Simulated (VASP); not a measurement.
# Ru (P6_3/mmc) in VASP: single point with PBEsol+D4

Aim: the single point of Ru with PBEsol+D4.

Everything below comes from runs of VASP 6.6.1. Logs are shortened: lines on timing, memory, paths and dates and some standing lists are left out, and cuts for length are marked.

## 1. The cell of the first run

Symmetry: P6_3/mmc, No. 194, hexagonal system. The conventional cell has a = 2.681 Å, b = 2.681 Å, c = 4.240 Å, α = 90.00°, β = 90.00°, γ = 120.00°. Within 3.5 Å of Ru (site symmetry -6m2) lie 12 Ru at 2.62 to 2.68 Å.

## 2. Single point, PBEsol+D4

Input file INCAR:

```
SYSTEM = Ru
PREC = Accurate ; ENCUT = 500
EDIFF = 1E-6 ; ISMEAR = 0
SIGMA = 0.1 ; LREAL = .False.
LASPH = .True. ; NELM = 120
ALGO = Normal ; ISIF = 2
LWAVE = .False. ; LCHARG = .False.
GGA = PS ; IVDW = 13
NBANDS = 21 ; GGA_COMPAT = .False.
```

Input file KPOINTS:

```
regular mesh
0
Gamma
  18 18 10
  0 0 0
```

Input file POSCAR:

```
Ru
1.0
    2.6805245966      0.0000000000      0.0000000000
   -1.3402622983      2.3214023962      0.0000000000
    0.0000000000      0.0000000000      4.2398746385
Ru
2
Direct
    0.3333333333      0.6666666667      0.2500000000
    0.6666666667      0.3333333333      0.7500000000
```

Potentials or basis: VASP PAW PBE potentials, release 64 (Ru_pv).

Command:

```sh
$ cat potpaw_PBE.64/Ru_pv/POTCAR > POTCAR
$ mpirun -np 1 vasp_std > vasp.out
```

OUTCAR:

```text
SYSTEM = Ru
   PREC = Accurate
   ENCUT = 500
   EDIFF = 1E-6
   ISMEAR = 0
   LREAL = .False.
   LASPH = .True.
   NELM = 120
   ISIF = 2
   GGA = PS
   IVDW = 13

 ion  position               nearest neighbor table
   1  0.333  0.667  0.250-   2 2.62   2 2.62   2 2.62   2 2.62   2 2.62   2 2.62
   2  0.667  0.333  0.750-   1 2.62   1 2.62   1 2.62   1 2.62   1 2.62   1 2.62

  LATTYP: Found a hexagonal cell.
 ALAT       =     2.6805245966
 C/A-ratio  =     1.5817331592

  Lattice vectors:

 A1 = (   2.6805245966,   0.0000000000,   0.0000000000)
 A2 = (  -1.3402622983,   2.3214023962,   0.0000000000)
 A3 = (   0.0000000000,   0.0000000000,   4.2398746385)

Analysis of symmetry for initial positions (statically):
=====================================================================
 Subroutine PRICEL returns:
 Original cell was already a primitive cell.

 Routine SETGRP: Setting up the symmetry group for a
 hexagonal supercell.

 Subroutine GETGRP returns: Found 24 space group operations
 (whereof 12 operations were pure point group operations)
 out of a pool of 24 trial point group operations.

The static configuration has the point symmetry D_3d.
 The point group associated with its full space group is D_6h.

Analysis of symmetry for dynamics (positions and initial velocities):
=====================================================================
 Subroutine PRICEL returns:
 Original cell was already a primitive cell.

 Routine SETGRP: Setting up the symmetry group for a
 hexagonal supercell.

 Subroutine GETGRP returns: Found 24 space group operations
 (whereof 12 operations were pure point group operations)
 out of a pool of 24 trial point group operations.

The dynamic configuration has the point symmetry D_3d.
 The point group associated with its full space group is D_6h.

 Subroutine INISYM returns: Found 24 space group operations
 (whereof 12 operations are pure point group operations),
 and found     1 'primitive' translations

----------------------------------------------------------------------------------------

                                     Primitive cell

  volume of cell :      26.3829

  direct lattice vectors                    reciprocal lattice vectors
     2.680524597  0.000000000  0.000000000     0.373061303  0.215387044  0.000000000
    -1.340262298  2.321402396  0.000000000     0.000000000  0.430774088  0.000000000
     0.000000000  0.000000000  4.239874638     0.000000000  0.000000000  0.235856030

  length of vectors
     2.680524597  2.680524597  4.239874638     0.430774088  0.430774088  0.235856030

  position of ions in fractional coordinates (direct lattice)
     0.333333333  0.666666667  0.250000000
     0.666666667  0.333333333  0.750000000

  ion indices of the primitive-cell ions
   primitive index   ion index
                 1           1
                 2           2

----------------------------------------------------------------------------------------

 KPOINTS: regular mesh

Automatic generation of k-mesh.
 Grid dimensions read from file:
 generate k-points for:   18   18   10

 Generating k-lattice:

  Cartesian coordinates                     Fractional coordinates (reciprocal lattice)
     0.020725628  0.011965947  0.000000000     0.055555556 -0.000000000  0.000000000
     0.000000000  0.023931894  0.000000000     0.000000000  0.055555556  0.000000000
     0.000000000  0.000000000  0.023585603     0.000000000  0.000000000  0.100000000

  Length of vectors
     0.023931894  0.023931894  0.023585603

  Shift w.r.t. Gamma in fractional coordinates (k-lattice)
     0.000000000  0.000000000  0.000000000

 Subroutine IBZKPT returns following result:
 ===========================================

 Found    222 irreducible k-points:

 Following reciprocal coordinates:
            Coordinates               Weight
  0.000000  0.000000  0.000000      1.000000
  0.055556  0.000000  0.000000      6.000000
  0.111111  0.000000  0.000000      6.000000
  0.166667  0.000000  0.000000      6.000000
  0.222222  0.000000  0.000000      6.000000
  0.277778  0.000000  0.000000      6.000000
[... 16 lines left out ...]
  0.333333  0.111111  0.000000     12.000000
  0.388889  0.111111  0.000000     12.000000
 [... further k-points ...]
   k-points           NKPTS =    222   k-points in BZ     NKDIM =    222   number of bands    NBANDS=     21
   number of dos      NEDOS =    301   number of ions     NIONS =      2
   total plane-waves  NPLWV =  12800
   dimension x,y,z NGX =    20 NGY =   20 NGZ =   32
   dimension x,y,z NGXF=    40 NGYF=   40 NGZF=   64
   ions per type =               2
   NGX,Y,Z   is equivalent  to a cutoff of  12.40, 12.40, 12.55 a.u.
   NGXF,Y,Z  is equivalent  to a cutoff of  24.81, 24.81, 25.09 a.u.
 SYSTEM =  Ru
   PREC   = accura    normal or accurate (medium, high low for compatibility)
   ISTART =      0    job   : 0-new  1-cont  2-samecut
   ICHARG =      2    charge: 1-file 2-atom 10-const
   ISPIN  =      1    spin polarized calculation?
   LNONCOLLINEAR =      F non collinear calculations
   LSORBIT =      F    spin-orbit coupling
   LASPH  =      T    aspherical Exc in radial PAW
   ENCUT  =  500.0 eV  36.75 Ry    6.06 a.u.   4.89  4.89  7.73*2*pi/ulx,y,z
   NELM   =    120;   NELMIN=  2; NELMDL= -5     # of ELM steps
   EDIFF  = 0.1E-05   stopping-criterion for ELM
   LREAL  =      F    real-space projection
   EDIFFG = 0.1E-04   stopping-criterion for IOM
   NSW    =      0    number of steps for IOM
   IBRION =     -1    ionic relax: 0-MD 1-quasi-New 2-CG
   NFREE  =      0    steps in history (QN), initial steepest desc. (CG)
   ISIF   =      2    stress and relaxation
   ISYM   =      2    0-nonsym 1-usesym 2-fastsym
   POTIM  = 0.5000    time-step for ionic-motion
   TEBEG  =    0.0;   TEEND  =   0.0 temperature during run
   PSTRESS=    0.0 pullay stress
   NELECT =      28.0000    total number of electrons
   NUPDOWN=      -1.0000    fix difference up-down
   EMIN   =  10.00;   EMAX   =-10.00  energy-range for DOS
   EFERMI =   0.00;   METHOD = LEGACY
   ISMEAR =     0;   SIGMA  =   0.10  broadening in eV -4-tet -1-fermi 0-gaus
   EFERMI_NEDOS =   21; number of points for ismear=-14 and -15
   IALGO  =     38    algorithm
   IMIX   =      4    mixing-type and parameters
     AMIX     =   0.40;   BMIX     =  1.00
     AMIX_MAG =   1.60;   BMIX_MAG =  1.00
  volume/ion in A,a.u.               =      13.19        89.02
  Fermi-wavevector in a.u.,A,eV,Ry     =   1.669884  3.155624 37.940039  2.788514
  Thomas-Fermi vector in A             =   2.755479
   LORBIT       =      0    0 simple, 1 ext, 2 COOP (PROOUT), +10 PAW based schemes
   GGA     = PS    functional components
   LHFCALC =     F    Hartree Fock is set to
   AEXX    =    0.0000 exact exchange contribution
   IVDW    =    13    specifies the selected vdW correction
   LEPSILON=     F    determine dielectric tensor
   LRPA    =     F    only Hartree local field effects (RPA)
 non-spin polarized calculation
 Gauss-broadening in eV      SIGMA  =   0.10
  energy-cutoff  :      500.00
  volume of cell :       26.38
 maximum number of plane-waves:       699
 NGX is ok and might be reduce to    20
   NGX =  9   NGY =  9   NGZ = 15

 number of electron      27.9999993 magnetization

 Free energy of the ion-electron system (eV)
  ---------------------------------------------------
  ext. energy  EPLUGINS =         0.00000000
  ---------------------------------------------------
  free energy    TOTEN  =       -20.34218020 eV

  energy without entropy =      -20.33346148  energy(sigma->0) =      -20.33782084

 E-fermi :  13.2262     XC(G=0): -14.4595

 val. band max:       13.2229888826   @ k =   0.1667   0.0000   0.4000
 cond. band min:      13.2265844627   @ k =   0.1667   0.1111   0.3000
 fundamental gap:      0.0035955801
 Fermi energy:        13.2261609132

 k-point     1 :       0.0000    0.0000    0.0000
  band No.  band energies     occupation
      1     -30.4828      2.00000
      2     -29.4493      2.00000
      3     -29.4493      2.00000
      4     -29.2619      2.00000
      5     -29.2619      2.00000
      6     -29.2171      2.00000
[... 13 lines left out ...]
     20      23.4834      0.00000
     21      23.9049      0.00000

 k-point     2 :       0.0556    0.0000    0.0000
  band No.  band energies     occupation
      1     -30.4711      2.00000
      2     -29.4744      2.00000
      3     -29.4578      2.00000
      4     -29.2881      2.00000
      5     -29.2653      2.00000
      6     -29.2225      2.00000
[... 13 lines left out ...]
     20      23.4834      0.00000
     21      23.8884      0.00000

 k-point     3 :       0.1111    0.0000    0.0000
  band No.  band energies     occupation
      1     -30.4368      2.00000
      2     -29.5465      2.00000
      3     -29.4818      2.00000
      4     -29.3628      2.00000
      5     -29.2752      2.00000
      6     -29.2387      2.00000
[... 13 lines left out ...]
     20      23.4834      0.00000
     21      23.8343      0.00000

 k-point     4 :       0.1667    0.0000    0.0000
  band No.  band energies     occupation
      1     -30.3819      2.00000
      2     -29.6570      2.00000
      3     -29.5176      2.00000
      4     -29.4750      2.00000
      5     -29.2914      2.00000
      6     -29.2658      2.00000
[... 13 lines left out ...]
     20      23.4833      0.00000
     21      23.7413      0.00000

 k-point     5 :       0.2222    0.0000    0.0000
  band No.  band energies     occupation
      1     -30.3098      2.00000
      2     -29.7925      2.00000
      3     -29.6092      2.00000
      4     -29.5602      2.00000
      5     -29.3122      2.00000
      6     -29.3037      2.00000
[... 13 lines left out ...]
     20      23.4831      0.00000
     21      23.6329      0.00000
[... 382 lines left out ...]
     20      23.4828      0.00000
     21      23.5842      0.00000

 k-point    22 :       0.2778    0.1111    0.0000
  band No.  band energies     occupation
      1     -30.1087      2.00000
      2     -30.0565      2.00000
      3     -29.9079      2.00000
      4     -29.6607      2.00000
      5     -29.4245      2.00000
      6     -29.4141      2.00000
[... 13 lines left out ...]
     20      23.4818      0.00000
     21      23.5322      0.00000

 k-point    23 :       0.3333    0.1111    0.0000
  band No.  band energies     occupation
      1     -30.1592      2.00000
      2     -30.0219      2.00000
      3     -29.9772      2.00000
      4     -29.7126      2.00000
      5     -29.4848      2.00000
      6     -29.4375      2.00000
[... 13 lines left out ...]
     20      23.4826      0.00000
     21      24.2868      0.00000

 k-point    24 :       0.3889    0.1111    0.0000
  band No.  band energies     occupation
      1     -30.2259      2.00000
      2     -30.0223      2.00000
      3     -29.9515      2.00000
      4     -29.7460      2.00000
      5     -29.5378      2.00000
      6     -29.4527      2.00000
[... 13 lines left out ...]
     20      23.4812      0.00000
     21      24.6162      0.00000

 [... further k-points ...]

------------------------ aborting loop because EDIFF is reached ----------------------------------------

  DFT-D4 for vdW energy calculation

  Edisp (eV):   -0.62571

  FORCE on cell =-STRESS in cart. coord.  units (eV):
  Direction    XX          YY          ZZ          XY          YZ          ZX
  --------------------------------------------------------------------------------------
  -------------------------------------------------------------------------------------
  Total      -0.00600    -0.00600    -0.00744     0.00000     0.00000     0.00000
  in kB      -0.36425    -0.36425    -0.45184     0.00000     0.00000     0.00000
  external pressure =       -0.39 kB  Pullay stress =        0.00 kB

 VOLUME and BASIS-vectors are now :
 -----------------------------------------------------------------------------
  energy-cutoff  :      500.00
  volume of cell :       26.38
      direct lattice vectors                 reciprocal lattice vectors
     2.680524597  0.000000000  0.000000000     0.373061303  0.215387044  0.000000000
    -1.340262298  2.321402396  0.000000000     0.000000000  0.430774088  0.000000000
     0.000000000  0.000000000  4.239874638     0.000000000  0.000000000  0.235856030

 POSITION                                       TOTAL-FORCE (eV/Angst)
 -----------------------------------------------------------------------------------
     -0.00000      1.54760      1.05997        -0.000000     -0.000000      0.000000
      1.34026      0.77380      3.17991         0.000000      0.000000      0.000000
 -----------------------------------------------------------------------------------
    total drift:                               -0.000000      0.000000     -0.000000

  FREE ENERGIE OF THE ION-ELECTRON SYSTEM (eV)
  ---------------------------------------------------
  free  energy   TOTEN  =       -20.9678872786 eV

  energy  without entropy=      -20.9591685649  energy(sigma->0) =      -20.96352792
```

It took 58 s on 1 thread of Intel Xeon Platinum 8488C (Sapphire Rapids), shared host; peak memory 0.2 GiB.

What came out:

| Item | Value |
| --- | --- |
| Free energy | -20.9679 eV |
| Pressure | 0.0 GPa |
| Band gap on the k mesh | zero (bands 14 and 15 overlap by 3.27 eV) |
| Dispersion energy per atom | -0.313 eV |

Caveat: the PAW data sets were made with another functional, which shifts forces and pressure a little.
